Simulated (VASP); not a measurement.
# MgO (P1) in VASP: single point with r2SCAN

Aim: the single point of MgO with r2SCAN.

All numbers are computed with VASP 6.6.1; they aren't measurements. Logs are shortened: lines on timing, memory, paths and dates and some standing lists are left out, and cuts for length are marked.

### Step 1. The cell of the first run

The typed cell holds 8 atoms: a = 4.170 Å, b = 4.239 Å, c = 4.222 Å, α = 89.62°, β = 90.59°, γ = 90.54°.

### Step 2. Single point, r2SCAN (atoms moved at random and the cell strained at random)

The input, POSCAR:

```
MgO
1.0
    4.1695034891      0.0196756735      0.0214997654
   -0.0196756735     -4.2389970246     -0.0140186705
   -0.0214997654     -0.0140186705     -4.2221011997
Mg O
4 4
Direct
   -0.0209169227      0.0242707299      0.0397744918
    0.5197776152      0.4885683374     -0.0356173702
    0.4798728881      0.0287279111      0.4902232064
   -0.0035853997      0.4874305657      0.5310442765
    0.5001307166     -0.0189871613     -0.0093812440
    0.0063074065      0.4629290861     -0.0351273797
    0.0266433906     -0.0166786805      0.4961392182
    0.4917703055      0.5437392116      0.5229448009
```

The input, INCAR.step1:

```
  ALGO = Normal
  EDIFF = 1E-4
  ENCUT = 520
  GGA = PE
  ISMEAR = 0
  LASPH = T
  LCHARG = F
  LREAL = F
  LWAVE = T
  NBANDS = 26
  NELM = 80
  PREC = Accurate
  SIGMA = 0.05
```

The input, INCAR.step2:

```
  ALGO = Normal
  EDIFF = 1E-7
  ENCUT = 520
  ISIF = 2
  ISMEAR = 0
  ISTART = 1
  LASPH = T
  LCHARG = F
  LMIXTAU = T
  LREAL = F
  LWAVE = F
  METAGGA = R2SCAN
  NBANDS = 26
  NELM = 80
  PREC = Accurate
  SIGMA = 0.05
```

The input, KPOINTS:

```
k-points
0
Gamma
  6 6 6
```

Potentials or basis: VASP PAW PBE potentials, release 64 (Mg, O).

Launch:

```
$ cat potpaw_PBE.64/Mg/POTCAR potpaw_PBE.64/O/POTCAR > POTCAR
$ cp INCAR.step1 INCAR
$ mpirun -np 1 vasp_std > vasp.out
$ cp INCAR.step2 INCAR
$ mpirun -np 1 vasp_std > vasp.out
```

OUTCAR:

```text
EDIFF = 1E-7
   ENCUT = 520
   ISIF = 2
   ISMEAR = 0
   ISTART = 1
   LASPH = T
   LREAL = F
   METAGGA = R2SCAN
   NELM = 80
   PREC = Accurate

 ion  position               nearest neighbor table
   1  0.979  0.024  0.040-   6 1.89   7 1.94   5 2.01   5 2.19   7 2.31   6 2.41   2 2.77   3 2.81
                             3 2.83   4 2.87   4 2.90   2 2.97   2 3.00   4 3.07   3 3.10   3 3.14
   2  0.520  0.489  0.964-   8 1.88   6 2.03   5 2.09   6 2.14   5 2.15   8 2.38   4 2.72   1 2.77
                             3 2.81   4 2.83   3 2.95   1 2.97   1 3.00   3 3.04   4 3.09   3 3.21
   3  0.480  0.029  0.490-   7 1.90   8 2.06   5 2.12   5 2.12   8 2.19   7 2.29   2 2.81   1 2.81
                             4 2.82   1 2.83   4 2.89   2 2.95   2 3.04   4 3.05   1 3.10   1 3.14
   4  0.996  0.487  0.531-   6 1.83   8 2.08   7 2.11   8 2.12   7 2.15   6 2.39   2 2.72   3 2.82
                             2 2.83   1 2.87   3 2.89   1 2.90   3 3.05   1 3.07   2 3.09   1 3.14
   5  0.500  0.981  0.991-   1 2.01   2 2.09   3 2.12   3 2.12   2 2.15   1 2.19
   6  0.006  0.463  0.965-   4 1.83   1 1.89   2 2.03   2 2.14   4 2.39   1 2.41
   7  0.027  0.983  0.496-   3 1.90   1 1.94   4 2.11   4 2.15   3 2.29   1 2.31
   8  0.492  0.544  0.523-   2 1.88   3 2.06   4 2.08   4 2.12   3 2.19   2 2.38

  LATTYP: Found a triclinic cell.
 ALAT       =     5.9180908687
 B/A-ratio  =     0.7045524369
 C/A-ratio  =     1.0076031133
 COS(alpha) =     0.0006012395
 COS(beta)  =     0.5062495559
 COS(gamma) =     0.6978356426

  Lattice vectors:

 A1 = (   4.1498278156,  -4.2193213511,   0.0074810949)
 A2 = (   4.1695034891,   0.0196756735,   0.0214997654)
 A3 = (   0.0018240919,  -4.2249783541,   4.2080825292)

Analysis of symmetry for initial positions (statically):
=====================================================================
 Subroutine PRICEL returns:
 Original cell was already a primitive cell.

 Routine SETGRP: Setting up the symmetry group for a
 triclinic supercell.

 Subroutine GETGRP returns: Found  1 space group operations
 (whereof  1 operations were pure point group operations)
 out of a pool of  2 trial point group operations.

The static configuration has the point symmetry C_1 .

Analysis of symmetry for dynamics (positions and initial velocities):
=====================================================================
 Subroutine PRICEL returns:
 Original cell was already a primitive cell.

 Routine SETGRP: Setting up the symmetry group for a
 triclinic supercell.

 Subroutine GETGRP returns: Found  1 space group operations
 (whereof  1 operations were pure point group operations)
 out of a pool of  2 trial point group operations.

The dynamic configuration has the point symmetry C_1 .

[... 121 lines left out ...]
   NELECT =      32.0000    total number of electrons
   NUPDOWN=      -1.0000    fix difference up-down
   EMIN   =  10.00;   EMAX   =-10.00  energy-range for DOS
   EFERMI =   0.00;   METHOD = LEGACY
   ISMEAR =     0;   SIGMA  =   0.05  broadening in eV -4-tet -1-fermi 0-gaus
   EFERMI_NEDOS =   21; number of points for ismear=-14 and -15
   IALGO  =     38    algorithm
   IMIX   =      4    mixing-type and parameters
     AMIX     =   0.40;   BMIX     =  1.00
     AMIX_MAG =   1.60;   BMIX_MAG =  1.00
  volume/ion in A,a.u.               =       9.33        62.94
  Fermi-wavevector in a.u.,A,eV,Ry     =   1.234548  2.332958 20.736760  1.524109
  Thomas-Fermi vector in A             =   2.369234
   LORBIT       =      0    0 simple, 1 ext, 2 COOP (PROOUT), +10 PAW based schemes
   METAGGA = R2SCAN    functional components
   LHFCALC =     F    Hartree Fock is set to
   AEXX    =    0.0000 exact exchange contribution
   IVDW    =     0    specifies the selected vdW correction
   LEPSILON=     F    determine dielectric tensor
   LRPA    =     F    only Hartree local field effects (RPA)
 non-spin polarized calculation
 Gauss-broadening in eV      SIGMA  =   0.05
  energy-cutoff  :      520.00
  volume of cell :       74.62
 maximum number of plane-waves:      2025
   NGX = 15   NGY = 15   NGZ = 15

 number of electron      31.9999999 magnetization

 Free energy of the ion-electron system (eV)
  ---------------------------------------------------
  ext. energy  EPLUGINS =         0.00000000
  ---------------------------------------------------
  free energy    TOTEN  =       -63.00622999 eV

  energy without entropy =      -63.00622999  energy(sigma->0) =      -63.00622999

 E-fermi :   3.0161     XC(G=0): -11.5708

 val. band max:        2.7583746965   @ k =   0.0000   0.0000   0.0000
 cond. band min:       8.0992266987   @ k =   0.0000   0.0000   0.0000
 fundamental gap:      5.3408520022
 Fermi energy:         3.0161334705

 k-point     1 :       0.0000    0.0000    0.0000
  band No.  band energies     occupation
      1     -15.4779      2.00000
      2     -14.0695      2.00000
      3     -13.8964      2.00000
      4     -13.8530      2.00000
      5      -1.3423      2.00000
      6      -1.2869      2.00000
[... 685 lines left out ...]
     25      16.8655      0.00000
     26      17.4199      0.00000

 [... further k-points ...]

------------------------ aborting loop because EDIFF is reached ----------------------------------------

  FORCE on cell =-STRESS in cart. coord.  units (eV):
  Direction    XX          YY          ZZ          XY          YZ          ZX
  --------------------------------------------------------------------------------------
  -------------------------------------------------------------------------------------
  Total        2.9925053      0.6599401      6.5836888     -0.5549149     -0.8264873     -0.7782230
  in kB       64.2532415     14.1698286    141.3609317    -11.9147923    -17.7458289    -16.7095272
  external PRESSURE =      73.2613339 kB  Pullay stress =       0.0000000 kB

 VOLUME and BASIS-vectors are now :
 -----------------------------------------------------------------------------
  energy-cutoff  :      520.00
  volume of cell :       74.62
      direct lattice vectors                 reciprocal lattice vectors
     4.169503489  0.019675674  0.021499765     0.239848224 -0.001109249 -0.001217671
    -0.019675674 -4.238997025 -0.014018671     0.001109249 -0.235912581  0.000777654
    -0.021499765 -0.014018671 -4.222101200     0.001217671  0.000777654 -0.236857677

 POSITION                                       TOTAL-FORCE (eV/Angst)
 -----------------------------------------------------------------------------------
      4.08096     -0.08418     -0.14722         1.019792      2.246940      1.590307
      2.13687     -2.07433     -4.06740        -1.040207     -0.889460     -1.930723
      1.98973     -0.11921     -2.05986         1.156712      1.272497     -0.420785
      4.13355     -2.05406     -2.22753         0.362203     -1.177995      2.244365
      2.04470     -4.16256     -4.18549         0.161467     -1.272757     -0.677221
     -0.00355     -1.97576     -4.08014        -0.260533     -1.298405     -2.860446
      0.08108     -4.17473     -2.10796        -2.163667     -1.106448     -0.245059
      2.02850     -2.30256     -2.20498         0.764232      2.225628      2.299561
 -----------------------------------------------------------------------------------
    total drift:                                0.009961      0.004834      0.018432

  FREE ENERGIE OF THE ION-ELECTRON SYSTEM (eV)
  ---------------------------------------------------
  free  energy   TOTEN  =       -63.0062299902 eV

  energy  without entropy=      -63.0062299902  energy(sigma->0) =      -63.00622999
```

Wall time 5.7 min (1 thread of Intel Xeon Platinum 8488C (Sapphire Rapids), shared host); peak memory 0.3 GiB.

What came out:

```
Free energy            : -63.0062 eV
Pressure               : 7.3 GPa
Largest force          : 3.290 eV/Å
Band gap on the k mesh : 5.34 eV
```

Forces in eV/Å, atoms in the order of the input:
```
Mg   1.020  2.247  1.590
Mg  -1.040 -0.889 -1.931
Mg   1.157  1.272 -0.421
Mg   0.362 -1.178  2.244
O    0.161 -1.273 -0.677
O   -0.261 -1.298 -2.860
O   -2.164 -1.106 -0.245
O    0.764  2.226  2.300
```

Levels at points of the mesh, in eV from the valence-band top:
| k point | band 13 | band 14 | band 15 | band 16 | band 17 | band 18 | band 19 | band 20 |
| --- | --- | --- | --- | --- | --- | --- | --- | --- |
| (0.00, 0.00, 0.00) | -1.24 | -0.06 | -0.01 | 0.00 | 5.34 | 9.51 | 9.98 | 10.16 |
| (0.50, 0.00, 0.00) | -0.90 | -0.80 | -0.66 | -0.55 | 8.14 | 8.79 | 10.82 | 11.25 |
| (0.00, 0.50, 0.00) | -0.76 | -0.71 | -0.63 | -0.54 | 8.12 | 9.01 | 11.18 | 11.50 |
| (0.50, 0.50, 0.00) | -0.78 | -0.63 | -0.51 | -0.47 | 8.80 | 9.93 | 10.22 | 10.97 |
| (0.00, 0.00, 0.50) | -0.86 | -0.82 | -0.57 | -0.54 | 8.11 | 8.82 | 10.88 | 11.40 |
| (0.50, 0.00, 0.50) | -0.71 | -0.61 | -0.52 | -0.45 | 8.81 | 9.83 | 10.10 | 11.15 |
| (0.00, 0.50, 0.50) | -0.89 | -0.62 | -0.51 | -0.45 | 8.69 | 9.99 | 10.19 | 11.36 |
| (0.50, 0.50, 0.50) | -0.60 | -0.56 | -0.52 | -0.52 | 7.91 | 8.61 | 8.79 | 9.00 |

Caveat: the cell differs from its parent crystal (atoms moved at random and the cell strained at random); the cell stands under pressure; the PAW data sets were made with another functional, which shifts forces and pressure a little.
